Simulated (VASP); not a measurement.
# Au: single point with PBEsol

Au:

```
Au
1.0
     2.69404    0.00000    0.00000
     0.00000    2.69404    0.00000
     0.00000    0.00000    2.69404
Au
1
Cartesian
  0.0000 0.0000 0.0000
```

```json
{
  "Program": "VASP 6.6.1",
  "Task": "single point",
  "Functional": "PBEsol",
  "Potentials or basis": "VASP PAW PBE potentials, release 64 (Au)",
  "Cutoff": "520 eV",
  "k mesh": "14 × 14 × 14",
  "Occupations": "fermi-dirac, width 0.08 eV",
  "Spin": "no spin polarisation",
  "Dipole correction": "no",
  "Further INCAR settings": "ALGO = Normal; EDIFF = 1e-06; NBANDS = 12"
}
```

```
Pressure : -0.2 GPa
```

Levels at points of the mesh, in eV from the Fermi level:
```csv
k point,band 1,band 2,band 3,band 4,band 5,band 6,band 7,band 8,band 9,band 10
"(0.00, 0.00, 0.00)",-8.25,-5.96,-5.96,-1.33,-1.33,-1.33,14.20,14.20,14.20,19.24
"(0.50, 0.00, 0.00)",-6.03,-5.52,-2.93,-2.93,-1.18,-0.68,2.38,16.44,18.78,19.60
"(0.50, 0.50, 0.00)",-5.92,-5.14,-2.64,-2.64,-0.09,3.84,3.84,7.00,11.80,20.86
"(0.50, 0.50, 0.50)",-5.18,-5.18,-5.18,0.01,0.01,8.72,8.72,8.72,10.04,13.21
```

Run time: 18 s on 1 thread of AMD EPYC 7R13, on a shared host, peak memory 0.11 GiB.

Caveat: the PAW data sets were made with another functional, which shifts forces and pressure a little; spin-orbit coupling is left out, which moves the levels of the heavy elements.
